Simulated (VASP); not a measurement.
# CoSi2 (R-3m) in VASP: single point with PBEsol

Aim: the single point of CoSi2 with PBEsol.

All numbers are computed with VASP 6.6.1; they aren't measurements. Logs are shortened: lines on timing, memory, paths and dates and some standing lists are left out, and cuts for length are marked.

## Step 1: The cell of the first run

Symmetry: R-3m, No. 166, trigonal system. Conventional cell: a = 3.813 Å, b = 3.813 Å, c = 9.200 Å, α = 90.00°, β = 90.00°, γ = 120.00°. Co (site symmetry -3m) has 8 Si at 2.30 to 2.33 Å within 3.0 Å. Si (site symmetry 3m) has 4 Co at 2.30 to 2.33 Å and 6 Si at 2.68 Å within 3.0 Å.

## Step 2: Single point, PBEsol, collinear spin, ferromagnetic start (equal xy, yz and zx shear strains of -1 %)

Input file INCAR:

```
ALGO     = Normal         # electronic algorithm
EDIFF    = 1E-6           # SCF threshold, eV
ENCUT    = 520            # plane-wave cutoff, eV
GGA      = PS             # functional
ISIF     = 2              # what is computed and relaxed
ISMEAR   = -1             # smearing method
ISPIN    = 2              # spin polarisation
LASPH    = True           # aspherical terms in the spheres
LCHARG   = False          # write CHGCAR
LMAXMIX  = 4              # l up to which the mixer works
LORBIT   = 11             # projections on sites
LREAL    = False          # projectors in reciprocal space
LWAVE    = False          # write WAVECAR
MAGMOM   = 2 0 0          # initial moments
NBANDS   = 20             # bands
NELM     = 150            # most SCF steps
PREC     = Accurate       # precision mode
SIGMA    = 0.05           # smearing width, eV
```

Input file KPOINTS:

```
k-points
0
Gamma
  11 11 11
```

Input file POSCAR:

```
CoSi2
1.0
   -0.0268250000      2.6690875000      2.6690875000
    2.6690875000     -0.0268250000      2.6690875000
    2.6690875000      2.6690875000     -0.0268250000
Co Si
1 2
Direct
    0.0000000000      0.0000000000      0.0000000000
    0.2500000000      0.2500000000      0.2500000000
    0.7500000000      0.7500000000      0.7500000000
```

Potentials or basis: VASP PAW PBE potentials, release 64 (Co, Si).

Run with:

```bash
$ cat potpaw_PBE.64/Co/POTCAR potpaw_PBE.64/Si/POTCAR > POTCAR
$ mpirun -np 1 vasp_std > vasp.out
```

OUTCAR:

```text
EDIFF = 1E-6
   ENCUT = 520
   GGA = PS
   ISIF = 2
   ISMEAR = -1
   ISPIN = 2
   LASPH = True
   LORBIT = 11
   LREAL = False
   NELM = 150
   PREC = Accurate

 ion  position               nearest neighbor table
   1  0.000  0.000  0.000-   2 2.30   3 2.30   3 2.33   3 2.33   2 2.33   2 2.33   3 2.33   2 2.33

   2  0.250  0.250  0.250-   1 2.30   1 2.33   1 2.33   1 2.33   3 2.68   3 2.68   3 2.68   3 2.68
                             3 2.68   3 2.68
   3  0.750  0.750  0.750-   1 2.30   1 2.33   1 2.33   1 2.33   2 2.68   2 2.68   2 2.68   2 2.68
                             2 2.68   2 2.68

  LATTYP: Found a trigonal (rhomboedric) cell.
 ALAT       =     3.7747550577
 COS(alpha) =     0.4899250057

  Lattice vectors:

 A1 = (  -0.0268250000,   2.6690875000,   2.6690875000)
 A2 = (   2.6690875000,  -0.0268250000,   2.6690875000)
 A3 = (   2.6690875000,   2.6690875000,  -0.0268250000)

Analysis of symmetry for initial positions (statically):
=====================================================================
 Subroutine PRICEL returns:
 Original cell was already a primitive cell.

 Routine SETGRP: Setting up the symmetry group for a
 trigonal (rhombohedral) supercell.

 Subroutine GETGRP returns: Found 12 space group operations
 (whereof 12 operations were pure point group operations)
 out of a pool of 12 trial point group operations.

The static configuration has the point symmetry D_3d.

Analysis of symmetry for dynamics (positions and initial velocities):
=====================================================================
 Subroutine PRICEL returns:
 Original cell was already a primitive cell.

 Routine SETGRP: Setting up the symmetry group for a
 trigonal (rhombohedral) supercell.

 Subroutine GETGRP returns: Found 12 space group operations
 (whereof 12 operations were pure point group operations)
 out of a pool of 12 trial point group operations.

The dynamic configuration has the point symmetry D_3d.

Analysis of structural, dynamic, and magnetic symmetry:
=====================================================================
 Subroutine PRICEL returns:
 Original cell was already a primitive cell.

 Routine SETGRP: Setting up the symmetry group for a
 trigonal (rhombohedral) supercell.

 Subroutine GETGRP returns: Found 12 space group operations
 (whereof 12 operations were pure point group operations)
 out of a pool of 12 trial point group operations.

The overall configuration has the point symmetry D_3d.

 Subroutine INISYM returns: Found 12 space group operations
 (whereof 12 operations are pure point group operations),
 and found     1 'primitive' translations

----------------------------------------------------------------------------------------

                                     Primitive cell

  volume of cell :      38.6026

  direct lattice vectors                    reciprocal lattice vectors
    -0.026825000  2.669087500  2.669087500    -0.184529263  0.186402657  0.186402657
     2.669087500 -0.026825000  2.669087500     0.186402657 -0.184529263  0.186402657
     2.669087500  2.669087500 -0.026825000     0.186402657  0.186402657 -0.184529263

  length of vectors
     3.774755058  3.774755058  3.774755058     0.321780904  0.321780904  0.321780904

  position of ions in fractional coordinates (direct lattice)
     0.000000000  0.000000000  0.000000000
     0.250000000  0.250000000  0.250000000
     0.750000000  0.750000000  0.750000000

  ion indices of the primitive-cell ions
   primitive index   ion index
                 1           1
                 2           2
                 3           3

----------------------------------------------------------------------------------------

 KPOINTS: k-points

Automatic generation of k-mesh.
 Grid dimensions read from file:
 generate k-points for:   11   11   11

 Generating k-lattice:

  Cartesian coordinates                     Fractional coordinates (reciprocal lattice)
    -0.016775388  0.016945696  0.016945696     0.090909091  0.000000000  0.000000000
     0.016945696 -0.016775388  0.016945696     0.000000000  0.090909091  0.000000000
     0.016945696  0.016945696 -0.016775388     0.000000000  0.000000000  0.090909091

  Length of vectors
     0.029252809  0.029252809  0.029252809

  Shift w.r.t. Gamma in fractional coordinates (k-lattice)
     0.000000000  0.000000000  0.000000000

 Subroutine IBZKPT returns following result:
 ===========================================

 Found    146 irreducible k-points:

 Following reciprocal coordinates:
            Coordinates               Weight
  0.000000  0.000000  0.000000      1.000000
  0.090909  0.000000 -0.000000      6.000000
  0.181818 -0.000000 -0.000000      6.000000
  0.272727 -0.000000 -0.000000      6.000000
  0.363636  0.000000  0.000000      6.000000
  0.454545 -0.000000 -0.000000      6.000000
[... 16 lines left out ...]
 -0.272727  0.181818 -0.000000     12.000000
 -0.181818  0.181818  0.000000      6.000000
 [... further k-points ...]
   k-points           NKPTS =    146   k-points in BZ     NKDIM =    146   number of bands    NBANDS=     20
   number of dos      NEDOS =    301   number of ions     NIONS =      3
   total plane-waves  NPLWV =  21952
   dimension x,y,z NGX =    28 NGY =   28 NGZ =   28
   dimension x,y,z NGXF=    56 NGYF=   56 NGZF=   56
   ions per type =               1   2
   NGX,Y,Z   is equivalent  to a cutoff of  12.33, 12.33, 12.33 a.u.
   NGXF,Y,Z  is equivalent  to a cutoff of  24.66, 24.66, 24.66 a.u.
 SYSTEM =  unknown system
   PREC   = accura    normal or accurate (medium, high low for compatibility)
   ISTART =      0    job   : 0-new  1-cont  2-samecut
   ICHARG =      2    charge: 1-file 2-atom 10-const
   ISPIN  =      2    spin polarized calculation?
   LNONCOLLINEAR =      F non collinear calculations
   LSORBIT =      F    spin-orbit coupling
   LASPH  =      T    aspherical Exc in radial PAW
   ENCUT  =  520.0 eV  38.22 Ry    6.18 a.u.   7.02  7.02  7.02*2*pi/ulx,y,z
   NELM   =    150;   NELMIN=  2; NELMDL= -5     # of ELM steps
   EDIFF  = 0.1E-05   stopping-criterion for ELM
   LREAL  =      F    real-space projection
   EDIFFG = 0.1E-04   stopping-criterion for IOM
   NSW    =      0    number of steps for IOM
   IBRION =     -1    ionic relax: 0-MD 1-quasi-New 2-CG
   NFREE  =      0    steps in history (QN), initial steepest desc. (CG)
   ISIF   =      2    stress and relaxation
   ISYM   =      2    0-nonsym 1-usesym 2-fastsym
   POTIM  = 0.5000    time-step for ionic-motion
   TEBEG  =    0.0;   TEEND  =   0.0 temperature during run
   PSTRESS=    0.0 pullay stress
   NELECT =      17.0000    total number of electrons
   NUPDOWN=      -1.0000    fix difference up-down
   EMIN   =  10.00;   EMAX   =-10.00  energy-range for DOS
   EFERMI =   0.00;   METHOD = LEGACY
   ISMEAR =    -1;   SIGMA  =   0.05  broadening in eV -4-tet -1-fermi 0-gaus
   EFERMI_NEDOS =   21; number of points for ismear=-14 and -15
   IALGO  =     38    algorithm
   IMIX   =      4    mixing-type and parameters
     AMIX     =   0.40;   BMIX     =  1.00
     AMIX_MAG =   1.60;   BMIX_MAG =  1.00
  volume/ion in A,a.u.               =      12.87        86.83
  Fermi-wavevector in a.u.,A,eV,Ry     =   1.245525  2.353700 21.107146  1.551331
  Thomas-Fermi vector in A             =   2.379743
   LORBIT       =     11    0 simple, 1 ext, 2 COOP (PROOUT), +10 PAW based schemes
   GGA     = PS    functional components
   LHFCALC =     F    Hartree Fock is set to
   AEXX    =    0.0000 exact exchange contribution
   IVDW    =     0    specifies the selected vdW correction
   LEPSILON=     F    determine dielectric tensor
   LRPA    =     F    only Hartree local field effects (RPA)
 spin polarized calculation
  energy-cutoff  :      520.00
  volume of cell :       38.60
 maximum number of plane-waves:      1050
   NGX = 13   NGY = 13   NGZ = 13

 number of electron      16.9999995 magnetization      -0.0008542

 number of electron      16.9999995 magnetization       0.0001309

 Free energy of the ion-electron system (eV)
  ---------------------------------------------------
  ext. energy  EPLUGINS =         0.00000000
  ---------------------------------------------------
  free energy    TOTEN  =       -20.96331155 eV

  energy without entropy =      -20.95504791  energy(sigma->0) =      -20.95917973

 E-fermi :   9.9291     XC(G=0): -11.8332

 val. band max:        9.9260838358   @ k =   0.3636   0.3636   0.1818
 cond. band min:       9.9364011576   @ k =  -0.2727   0.2727   0.0000
 fundamental gap:      0.0103173218
 Fermi energy:         9.9290557689

 spin component 1

 k-point     1 :       0.0000    0.0000    0.0000
  band No.  band energies     occupation
      1      -3.1506      1.00000
      2       5.8517      1.00000
      3       5.8517      1.00000
      4       5.9054      1.00000
      5       8.0408      1.00000
      6       8.0408      1.00000
[... 12 lines left out ...]
     19      20.2561      0.00000
[... 513 lines left out ...]
      4       6.5103      1.00000
      5       7.4504      1.00000
      6       8.1691      1.00000
[... 12 lines left out ...]
     19      24.0046      0.00000
     20      25.7410      0.00000

 [... further k-points ...]

 spin component 2

 k-point     1 :       0.0000    0.0000    0.0000
  band No.  band energies     occupation
      1      -3.1506      1.00000
      2       5.8516      1.00000
      3       5.8516      1.00000
      4       5.9053      1.00000
      5       8.0407      1.00000
      6       8.0407      1.00000
[... 12 lines left out ...]
     19      20.2564      0.00000
[... 513 lines left out ...]
      4       6.5103      1.00000
      5       7.4504      1.00000
      6       8.1690      1.00000
[... 12 lines left out ...]
     19      24.0046      0.00000
     20      25.7411      0.00000

 [... further k-points ...]

------------------------ aborting loop because EDIFF is reached ----------------------------------------

  FORCE on cell =-STRESS in cart. coord.  units (eV):
  Direction    XX          YY          ZZ          XY          YZ          ZX
  --------------------------------------------------------------------------------------
  -------------------------------------------------------------------------------------
  Total       -1.2626682     -1.2626682     -1.2626682      0.3642891      0.3642891      0.3642891
  in kB      -52.4062804    -52.4062804    -52.4062804     15.1195970     15.1195970     15.1195970
  external PRESSURE =     -52.4062804 kB  Pullay stress =       0.0000000 kB

 VOLUME and BASIS-vectors are now :
 -----------------------------------------------------------------------------
  energy-cutoff  :      520.00
  volume of cell :       38.60
      direct lattice vectors                 reciprocal lattice vectors
    -0.026825000  2.669087500  2.669087500    -0.184529263  0.186402657  0.186402657
     2.669087500 -0.026825000  2.669087500     0.186402657 -0.184529263  0.186402657
     2.669087500  2.669087500 -0.026825000     0.186402657  0.186402657 -0.184529263

 POSITION                                       TOTAL-FORCE (eV/Angst)
 -----------------------------------------------------------------------------------
      0.00000      0.00000      0.00000         0.000000      0.000000      0.000000
      1.32784      1.32784      1.32784         0.087810      0.087810      0.087810
      3.98351      3.98351      3.98351        -0.087810     -0.087810     -0.087810
 -----------------------------------------------------------------------------------
    total drift:                               -0.000000     -0.000000      0.000000

  FREE ENERGIE OF THE ION-ELECTRON SYSTEM (eV)
  ---------------------------------------------------
  free  energy   TOTEN  =       -20.9633115544 eV

  energy  without entropy=      -20.9550479054  energy(sigma->0) =      -20.95917973

 total charge

# of ion       s       p       d       tot
------------------------------------------
    1        0.540   0.716   7.597   8.853
    2        0.717   0.868   0.000   1.585
    3        0.717   0.868   0.000   1.585
--------------------------------------------------
tot          1.974   2.452   7.597  12.022

 magnetization (x)

# of ion       s       p       d       tot
------------------------------------------
    1        0.000   0.000  -0.000  -0.000
    2       -0.000  -0.000   0.000  -0.000
    3       -0.000  -0.000   0.000  -0.000
--------------------------------------------------
tot         -0.000  -0.000  -0.000  -0.000
```

Run time: 2 min. Hardware: 1 thread of Intel Xeon Platinum 8488C (Sapphire Rapids), shared host; peak memory 0.29 GiB.

What came out:

```yaml
Free_energy: -20.9633 eV
Pressure: -5.2 GPa
Largest_force: 0.152 eV/Å
Net_moment: 0.00 μB per cell
Valence_electrons_inside_the_program's_atomic_spheres: Co 8.85; Si 1.58
```

Forces in eV/Å, atoms in the order of the input:
```
Co   0.000  0.000  0.000
Si   0.088  0.088  0.088
Si  -0.088 -0.088 -0.088
```

Stress tensor (GPa, compression positive):
```
-5.24  1.51  1.51
 1.51 -5.24  1.51
 1.51  1.51 -5.24
```

Caveat: the cell differs from its parent crystal (equal xy, yz and zx shear strains of -1 %); the cell stands under tension; the moments typed at the start vanished in this run; the PAW data sets were made with another functional, which shifts forces and pressure a little.
